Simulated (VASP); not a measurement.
## Hf: single point with PBEsol

Hf:

```
CELL_PARAMETERS angstrom
0.00000 2.39760 2.04240
2.39760 0.00000 2.04240
2.39760 2.39760 0.00000
ATOMIC_POSITIONS crystal
Hf 0.00000 0.00000 0.00000
```

This cell differs from its parent crystal: strain +0.080 along x and y, -0.080 along z.

```
Program                : VASP 6.6.1
Task                   : single point
Functional             : PBEsol
Potentials or basis    : VASP PAW PBE potentials, release 64 (Hf_pv)
Cutoff                 : 520 eV
k mesh                 : 18 × 18 × 18
Occupations            : gaussian, width 0.15 eV
Spin                   : no spin polarisation
Dipole correction      : no
Further INCAR settings : ALGO = Normal; EDIFF = 1e-07; NBANDS = 11
```

The pressure is -8.5 GPa. The band gap on the k mesh is zero (bands 5 and 6 overlap by 2.00 eV).

Stress tensor (GPa, compression positive):
```
-10.20   0.00   0.00
  0.00 -10.20   0.00
  0.00   0.00  -4.98
```

Levels at points of the mesh, in eV from the Fermi level:
```
           k point  band 2  band 3  band 4  band 5  band 6  band 7  band 8  band 9
(0.00, 0.00, 0.00)  -30.10  -30.10   -6.99    1.08    1.08    2.61    2.75    4.72
(0.50, 0.00, 0.00)  -30.27  -30.12   -3.42    0.29    0.58    2.33    5.31    6.61
(0.50, 0.50, 0.00)  -30.47  -30.47   -2.75   -2.18    4.18    6.01    6.53    6.53
(0.50, 0.00, 0.50)  -30.37  -30.20   -3.16   -1.56    1.59    5.39    5.69    7.16
```

Run time: 110 s on 1 thread of Intel Xeon 8259CL, with other jobs on the host, peak memory 0.24 GiB.

Caveat: the cell differs from its parent crystal (strain +0.080 along x and y, -0.080 along z); the cell stands under tension; the PAW data sets were made with another functional, which shifts forces and pressure a little; spin-orbit coupling is left out, which moves the levels of the heavy elements.
